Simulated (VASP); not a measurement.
# Rb2CdSe2O6 in VASP: single point with PBE

Aim: the single point of Rb2CdSe2O6 with PBE.

Program: VASP 6.6.1. These are calculated values, not measurements. Logs are shortened: lines on timing, memory, paths and dates and some standing lists are left out, and cuts for length are marked.

### 1 The cell of the first run

The typed cell holds 11 atoms: a = 5.746 Å, b = 5.746 Å, c = 7.344 Å, α = 66.97°, β = 113.03°, γ = 120.00°.

### 2 Single point, PBE

The input, INCAR:

```
  PREC = Accurate
  ENCUT = 520
  EDIFF = 1E-6
  ISMEAR = -1
  SIGMA = 0.1
  LREAL = False
  LASPH = True
  NELM = 100
  ALGO = Fast
  ISIF = 2
  LWAVE = False
  LCHARG = False
  GGA = PE
  NBANDS = 50
```

The input, KPOINTS:

```
Automatic mesh
0
Gamma
  5 5 5
```

The input, POSCAR:

```
Rb2CdSe2O6
1.0
    5.7462710000      0.0000000000      0.0000000000
   -2.8731350000      4.9764210000      0.0000000000
   -2.8731350000      1.6588070000      6.5515760000
Cd Rb Se O
1 2 2 6
Direct
    0.0000000000      0.0000000000      0.0000000000
    0.8038000000      0.1962000000      0.4113000000
    0.1962000000      0.8038000000      0.5887000000
    0.6269500000      0.3730500000      0.8807500000
    0.3730500000      0.6269500000      0.1192500000
    0.7444100000      0.2555900000      0.7720300000
    0.7444100000      0.7167900000      0.7720300000
    0.2832100000      0.2555900000      0.7720300000
    0.2555900000      0.7444100000      0.2279700000
    0.7167900000      0.7444100000      0.2279700000
    0.2555900000      0.2832100000      0.2279700000
```

Potentials or basis: VASP PAW PBE potentials, release 64 (Cd, Rb_sv, Se, O).

Started as:

```bash
$ cat potpaw_PBE.64/Cd/POTCAR potpaw_PBE.64/Rb_sv/POTCAR potpaw_PBE.64/Se/POTCAR potpaw_PBE.64/O/POTCAR > POTCAR
$ mpirun -np 1 vasp_std > vasp.out
```

OUTCAR:

```text
PREC = Accurate
   ENCUT = 520
   EDIFF = 1E-6
   ISMEAR = -1
   LREAL = False
   LASPH = True
   NELM = 100
   ISIF = 2
   GGA = PE

 ion  position               nearest neighbor table
   1  0.000  0.000  0.000-   6 2.33   9 2.33   8 2.33  10 2.33   7 2.33  11 2.33   3 3.86   2 3.86
                             3 4.27   2 4.27   2 4.27   3 4.27   2 4.27   3 4.27
   2  0.804  0.196  0.411-   8 2.96   7 2.96   6 2.96  11 3.12  10 3.12   9 3.12   9 3.12  11 3.12
                            10 3.12   4 3.48   3 3.51   3 3.52   3 3.52   5 3.83   5 3.83   5 3.83
   3  0.196  0.804  0.589-  10 2.96  11 2.96   9 2.96   7 3.12   8 3.12   6 3.12   6 3.12   7 3.12
                             8 3.12   5 3.48   2 3.51   2 3.52   2 3.52   4 3.83   4 3.83   4 3.83
   4  0.627  0.373  0.881-   6 1.69   8 1.69   7 1.69   2 3.48   3 3.83   3 3.83   3 3.83
   5  0.373  0.627  0.119-   9 1.69  10 1.69  11 1.69   3 3.48   2 3.83   2 3.83   2 3.83
   6  0.744  0.256  0.772-   4 1.69   1 2.33   2 2.96   3 3.12   3 3.12
   7  0.744  0.717  0.772-   4 1.69   1 2.33   2 2.96   3 3.12   3 3.12
   8  0.283  0.256  0.772-   4 1.69   1 2.33   2 2.96   3 3.12   3 3.12
   9  0.256  0.744  0.228-   5 1.69   1 2.33   3 2.96   2 3.12   2 3.12
  10  0.717  0.744  0.228-   5 1.69   1 2.33   3 2.96   2 3.12   2 3.12
  11  0.256  0.283  0.228-   5 1.69   1 2.33   3 2.96   2 3.12   2 3.12

  LATTYP: Found a trigonal (rhomboedric) cell.
 ALAT       =     7.3436850924
 COS(alpha) =     0.6938637393

  Lattice vectors:

 A1 = (   0.0000000000,  -3.3176140000,   6.5515760000)
 A2 = (   2.8731360000,   1.6588070000,   6.5515760000)
 A3 = (  -2.8731350000,   1.6588070000,   6.5515760000)

Analysis of symmetry for initial positions (statically):
=====================================================================
 Subroutine PRICEL returns:
 Original cell was already a primitive cell.

 Routine SETGRP: Setting up the symmetry group for a
 trigonal (rhombohedral) supercell.

 Subroutine GETGRP returns: Found  4 space group operations
 (whereof  4 operations were pure point group operations)
 out of a pool of 12 trial point group operations.

The static configuration has the point symmetry C_2h.

Analysis of symmetry for dynamics (positions and initial velocities):
=====================================================================
 Subroutine PRICEL returns:
 Original cell was already a primitive cell.

 Routine SETGRP: Setting up the symmetry group for a
 trigonal (rhombohedral) supercell.

 Subroutine GETGRP returns: Found  4 space group operations
 (whereof  4 operations were pure point group operations)
 out of a pool of 12 trial point group operations.

The dynamic configuration has the point symmetry C_2h.

[... 132 lines left out ...]
   EFERMI_NEDOS =   21; number of points for ismear=-14 and -15
   IALGO  =     68    algorithm
   IMIX   =      4    mixing-type and parameters
     AMIX     =   0.40;   BMIX     =  1.00
     AMIX_MAG =   1.60;   BMIX_MAG =  1.00
  volume/ion in A,a.u.               =      17.03       114.94
  Fermi-wavevector in a.u.,A,eV,Ry     =   1.222428  2.310054 20.331604  1.494331
  Thomas-Fermi vector in A             =   2.357575
   LORBIT       =      0    0 simple, 1 ext, 2 COOP (PROOUT), +10 PAW based schemes
   GGA     = PE    functional components
   LHFCALC =     F    Hartree Fock is set to
   AEXX    =    0.0000 exact exchange contribution
   IVDW    =     0    specifies the selected vdW correction
   LEPSILON=     F    determine dielectric tensor
   LRPA    =     F    only Hartree local field effects (RPA)
 non-spin polarized calculation
 RMM-DIIS sequential band-by-band and
  energy-cutoff  :      520.00
  volume of cell :      187.35
 maximum number of plane-waves:      5089
 NGX is ok and might be reduce to    48
   NGX = 21   NGY = 21   NGZ = 27

 number of electron      77.9999992 magnetization

 Free energy of the ion-electron system (eV)
  ---------------------------------------------------
  ext. energy  EPLUGINS =         0.00000000
  ---------------------------------------------------
  free energy    TOTEN  =       -53.13959642 eV

  energy without entropy =      -53.13959642  energy(sigma->0) =      -53.13959642

 E-fermi :   2.7584     XC(G=0):  -9.3811

 val. band max:        0.6505205051   @ k =   0.4000   0.4000   0.0000
 cond. band min:       4.5116631059   @ k =   0.0000   0.0000   0.0000
 fundamental gap:      3.8611426008
 Fermi energy:         2.7583685573

 k-point     1 :       0.0000    0.0000    0.0000
  band No.  band energies     occupation
      1     -23.9841      2.00000
      2     -23.8136      2.00000
      3     -19.4806      2.00000
      4     -19.3145      2.00000
      5     -16.6156      2.00000
      6     -16.6142      2.00000
[... 1261 lines left out ...]
     49       9.2144      0.00000
     50       9.3201      0.00000

 [... further k-points ...]

------------------------ aborting loop because EDIFF is reached ----------------------------------------

  FORCE on cell =-STRESS in cart. coord.  units (eV):
  Direction    XX          YY          ZZ          XY          YZ          ZX
  --------------------------------------------------------------------------------------
  -------------------------------------------------------------------------------------
  Total        8.2787365      8.2617919      5.3519856     -0.0146861      0.0081016     -0.0140320
  in kB       70.7987587     70.6538505     45.7695368     -0.1255939      0.0692837     -0.1200002
  external PRESSURE =      62.4073820 kB  Pullay stress =       0.0000000 kB

 VOLUME and BASIS-vectors are now :
 -----------------------------------------------------------------------------
  energy-cutoff  :      520.00
  volume of cell :      187.35
      direct lattice vectors                 reciprocal lattice vectors
     5.746271000  0.000000000  0.000000000     0.174025903  0.100473797  0.050878335
    -2.873135000  4.976421000  0.000000000     0.000000000  0.200947629 -0.050878343
    -2.873135000  1.658807000  6.551576000     0.000000000  0.000000000  0.152635030

 POSITION                                       TOTAL-FORCE (eV/Angst)
 -----------------------------------------------------------------------------------
      0.00000      0.00000      0.00000         0.000000      0.000000     -0.000000
      2.87342      1.65864      2.69466        -0.000825      0.000476     -0.057849
     -2.87342      4.97659      3.85691         0.000825     -0.000476      0.057849
      0.00029      3.31745      5.77030        -0.011484      0.006631      1.678444
     -0.00029      3.31778      0.78128         0.011484     -0.006631     -1.678444
      1.32509      2.55257      5.05801         0.928642     -0.536152     -0.688061
      0.00000      4.84770      5.05801         0.000597      1.061755     -0.681507
     -1.32509      2.55257      5.05801        -0.919207     -0.531395     -0.681507
     -1.32509      4.08266      1.49356        -0.928642      0.536152      0.688061
      1.32509      4.08266      1.49356         0.919207      0.531395      0.681507
      0.00000      1.78753      1.49356        -0.000597     -1.061755      0.681507
 -----------------------------------------------------------------------------------
    total drift:                               -0.000000     -0.000000      0.000000

  FREE ENERGIE OF THE ION-ELECTRON SYSTEM (eV)
  ---------------------------------------------------
  free  energy   TOTEN  =       -53.1395964210 eV

  energy  without entropy=      -53.1395964168  energy(sigma->0) =      -53.13959642
```

Wall time 8.1 min (1 thread of Intel Xeon Platinum 8488C (Sapphire Rapids), shared host); peak memory 0.57 GiB.

What came out:

```yaml
Free_energy: -53.1396 eV
Pressure: 6.2 GPa
Largest_force: 1.678 eV/Å
Band_gap_on_the_k_mesh: 3.86 eV (least direct gap 4.11 eV)
```

Forces on the atoms (eV/Å):
```
Cd   0.000  0.000  0.000
Rb  -0.001  0.000 -0.058
Rb   0.001  0.000  0.058
Se  -0.011  0.007  1.678
Se   0.011 -0.007 -1.678
O    0.929 -0.536 -0.688
O    0.001  1.062 -0.682
O   -0.919 -0.531 -0.682
O   -0.929  0.536  0.688
O    0.919  0.531  0.682
O   -0.001 -1.062  0.682
```

Caveat: the cell stands under pressure; an odd mesh through Γ misses points on the zone boundary, where band edges can lie; forces of over 1 eV/Å act on the atoms, so gaps and moduli don't describe the material at rest. As with any semilocal functional, this PBE gap is likely too small.
